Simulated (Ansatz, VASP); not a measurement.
**InGaO in VASP and in Ansatz**

```xyz
3
Lattice="4.1221 0.0000 0.0000 0.0000 4.1221 0.0000 0.0000 0.0000 4.1519" Properties=species:S:1:pos:R:3 pbc="T T T"
In    0.0000    0.0000    2.0760
Ga    2.0611    2.0611    2.0760
O     0.0000    0.0000    0.0000
```

Alike in both runs: functional PBE; k mesh 4 × 4 × 6; occupations gaussian, width 0.1 eV; no spin polarisation.

Ansatz relaxed the structure, and its values are those at the end. VASP's run is a single point on that final structure, the one shown.

|  | VASP | Ansatz |
| --- | --- | --- |
| version | VASP 6.6.1 | Ansatz 0.2.0 |
| potentials or method | VASP PAW PBE potentials, release 64 (In_d, Ga_d, O), cutoff 520 eV | scalar-relativistic, plane waves, PAW |
| valence electrons in the cell | 32 | 32 |

```tsv
	VASP	Ansatz	Ansatz less VASP
gap on the k mesh at the Fermi level (eV)	none	none	-
pressure (GPa)	0.1	0.0	-0.11
```

A gap of «none» marks a metal or a gap that the smearing closes.

The k mesh is coarse, so the values compare programs but aren't converged.
